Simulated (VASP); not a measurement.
Write the native input for VASP 6.6.1 that does the following.

```
Task                   : single point
Functional             : PBE
Potentials or basis    : VASP PAW PBE potentials, release 64 (Zn, Cu)
Cutoff                 : 520 eV
k mesh                 : 11 × 11 × 7
Occupations            : fermi-dirac, width 0.05 eV
Spin                   : no spin polarisation
Dipole correction      : no
Further INCAR settings : ALGO = Fast; EDIFF = 1e-06; NBANDS = 18
```

The structure of ZnCu lies in POSCAR:

```
ZnCu
1.0
    1.4880390000     -2.1212790000      0.0000000000
    1.4880390000      2.1212790000      0.0000000000
    0.0000000000      0.0000000000      4.1407460000
Zn Cu
1 1
Direct
    0.4898120000      0.4880370000      0.5024040000
    0.0108240000     -0.0238020000      0.0006310000
```

This cell differs from its parent crystal: atoms moved at random.

The input as run:

INCAR

```
SYSTEM = ZnCu
  PREC = Accurate
  ENCUT = 520
  EDIFF = 1E-6
  ISMEAR = -1
  SIGMA = 0.05
  LREAL = .FALSE.
  LASPH = .TRUE.
  NELM = 80
  ALGO = Fast
  ISIF = 2
  LWAVE = .FALSE.
  LCHARG = .FALSE.
  GGA = PE
  NBANDS = 18
```

KPOINTS

```
Automatic mesh
0
G
  11 11 7
  0 0 0
```

Potentials or basis: VASP PAW PBE potentials, release 64 (Zn, Cu).

Launch:

```console
$ cat potpaw_PBE.64/Zn/POTCAR potpaw_PBE.64/Cu/POTCAR > POTCAR
$ mpirun -np 1 vasp_std > vasp.out
```

Results of the run:

The pressure is 0.6 GPa and the largest force is 0.061 eV/Å. The band gap on the k mesh is zero (an odd number of electrons rules out a gap without spin polarisation).

Caveat: the cell differs from its parent crystal (atoms moved at random).

Run time: 4.4 min on 1 thread of Intel Xeon 8259CL, on a shared host, peak memory 0.31 GiB.
